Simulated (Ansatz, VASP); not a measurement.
## LaB6: VASP beside Ansatz

```xyz
7
Lattice="4.0990 0.0000 0.0000 0.0000 4.0990 0.0000 0.0000 0.0000 4.0990" Properties=species:S:1:pos:R:3 pbc="T T T"
La    0.0000    0.0000    0.0000
B     0.8195    2.0495    2.0495
B     2.0495    0.8195    2.0495
B     3.2795    2.0495    2.0495
B     2.0495    3.2795    2.0495
B     2.0495    2.0495    0.8195
B     2.0495    2.0495    3.2795
```

Alike in both runs: functional LDA; k mesh 10 × 10 × 10; occupations fermi-dirac, width 0.15 eV; no spin polarisation.

Ansatz relaxed the structure, and its values are those at the end. VASP's run is a single point on that final structure, the one shown.

|  | VASP | Ansatz |
| --- | --- | --- |
| version | VASP 6.6.1 | Ansatz 0.2.0 |
| potentials or method | VASP PAW LDA potentials, release 64 (La, B), cutoff 520 eV | scalar-relativistic, plane waves, PAW |
| valence electrons in the cell | 29 | 29 |

```csv
,VASP,Ansatz,Ansatz less VASP
gap on the k mesh at the Fermi level (eV),none,none,-
pressure (GPa),0.2,0.0,-0.16
rms of the force components (eV/Å),0.012,0.000,-0.0116
```

LDA's correlation is that of Perdew and Zunger in VASP and of Perdew and Wang (1992) in Ansatz. A gap of «none» marks a metal or a gap that the smearing closes.

Neither program's run includes spin-orbit coupling.
